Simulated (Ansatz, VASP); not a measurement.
# One calculation of Ta8N8F, two programs

```
Ta N F
1.0
     0.00000    4.35800    4.35800
     4.35800    0.00000    4.35800
     4.35800    4.35800    0.00000
Ta N F
8 8 1
Direct
  0.24156 0.26710 0.22582
  0.24828 0.28222 0.74848
  0.22163 0.74937 0.28137
  0.24817 0.72277 0.74857
  0.76621 0.22665 0.26614
  0.72551 0.26730 0.74183
  0.76591 0.74268 0.26645
  0.78107 0.74941 0.72189
  0.95447 0.02550 0.99596
  0.01429 0.00636 0.51466
  0.96529 0.51553 0.00548
  0.01436 0.46644 0.51460
  0.52455 0.99683 0.02473
  0.49571 0.02575 0.45475
  0.52446 0.45560 0.02483
  0.50522 0.51539 0.46557
  0.37478 0.87591 0.87509
```

Alike in both runs: functional LDA; k mesh 4 × 4 × 4; occupations fermi-dirac, width 0.15 eV; no spin polarisation.

Ansatz relaxed the structure, and its values are those at the end. VASP's run is a single point on that final structure, the one shown.

```csv
,VASP,Ansatz
version,VASP 6.6.1,Ansatz 0.2.0
potentials or method,"VASP PAW LDA potentials, release 64 (Ta_pv, N, F), cutoff 520 eV","scalar-relativistic, plane waves, PAW"
valence electrons in the cell,135,151
```

|  | VASP | Ansatz | Ansatz less VASP |
| --- | --- | --- | --- |
| rms of the force components (eV/Å) | 0.020 | 0.008 | -0.0120 |

Ansatz warns that its potentials were made for another functional, while VASP's fit it. LDA's correlation is that of Perdew and Zunger in VASP and of Perdew and Wang (1992) in Ansatz. VASP's potentials hold 135 valence electrons a cell and Ansatz's 151, so a difference there can come from the potentials and not from the codes.

Neither program's run includes spin-orbit coupling.
